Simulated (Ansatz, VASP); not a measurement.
## Two plane-wave programs on LiTlSe2

Contents of POSCAR:

```
LiTlSe2
1.0
    4.2639248130      0.0000000000      0.0000000000
    0.0000000000      4.2639248130      0.0000000000
    0.0000000000      0.0000000000      5.9802485926
Li Se Tl
1 2 1
Direct
    0.0000000000      0.0000000000      0.0000000000
    0.0000000000      0.5000000000      0.2292133967
    0.5000000000      0.0000000000      0.7707866033
    0.5000000000      0.5000000000      0.5000000000
```

INCAR.step1

```
SYSTEM = LiTlSe2
ALGO = Normal
EDIFF = 1E-5
ENCUT = 650
GGA = PE
GGA_COMPAT = .False.
ISIF = 2
ISMEAR = -1
LASPH = .True.
LREAL = .False.
LWAVE = .True.
NBANDS = 22
NELM = 120
PREC = Accurate
SIGMA = 0.05
```

Contents of INCAR.step2:

```
SYSTEM = LiTlSe2
ALGO = Normal
EDIFF = 1E-6
ENCUT = 650
GGA = PE
GGA_COMPAT = .False.
HFSCREEN = 0.2079
ISIF = 2
ISMEAR = -1
ISTART = 1
LASPH = .True.
LCHARG = .True.
LELF = .True.
LHFCALC = .True.
LREAL = .False.
LVHAR = .True.
LWAVE = .False.
NBANDS = 22
NELM = 120
PREC = Accurate
PRECFOCK = Normal
SIGMA = 0.05
```

The input KPOINTS:

```
k-points
0
Gamma
  4 4 2
  0 0 0
```

Input for Ansatz:

```yaml
crystal:
  lattice:
    - [4.263924813, 0.0, 0.0]
    - [0.0, 4.263924813, 0.0]
    - [0.0, 0.0, 5.9802485926]
  atoms:
    - { symbol: Li, position: [0.0, 0.0, 0.0] }
    - { symbol: Se, position: [0.0, 0.5, 0.2292133967] }
    - { symbol: Tl, position: [0.5, 0.5, 0.5] }
    - { symbol: Se, position: [0.5, 0.0, 0.7707866033] }
kpoints:
  mp_grid: { grid: [4, 4, 2] }
hamiltonian:
  xc: hse06
scf:
  occupations: { method: fermi_dirac, width: 0.05 }
  n_extra_bands: 5
output:
  forces: true
  stress: true
  eigenvalues: true
```

Alike in both runs: task single point; functional HSE06; k mesh 4 × 4 × 2; occupations fermi-dirac, width 0.05 eV; no spin polarisation.

|  | VASP | Ansatz |
| --- | --- | --- |
| version | VASP 6.6.1 | Ansatz 0.2.0 |
| potentials or method | VASP PAW PBE potentials, release 64 (Li_sv, Se, Tl_d) | plane waves |
| plane-wave cutoff (eV) | 650 | 420 |
| valence electrons in the cell | 28 | 48 |

Ansatz gave:

* pressure (GPa): -0.3
* rms of the force components (eV/Å): 0.050

Question: Which values does VASP return?

Answer: Pressure (GPa): -0.4; rms of the force components (eV/Å): 0.050.

VASP's potentials hold 28 valence electrons a cell and Ansatz's 48, so a difference there can come from the potentials and not from the codes. Ansatz's warnings: stress exchange threshold loose, stress scf threshold loose.

The k mesh is coarse, so the values compare programs but aren't converged. Spin-orbit coupling is off throughout.
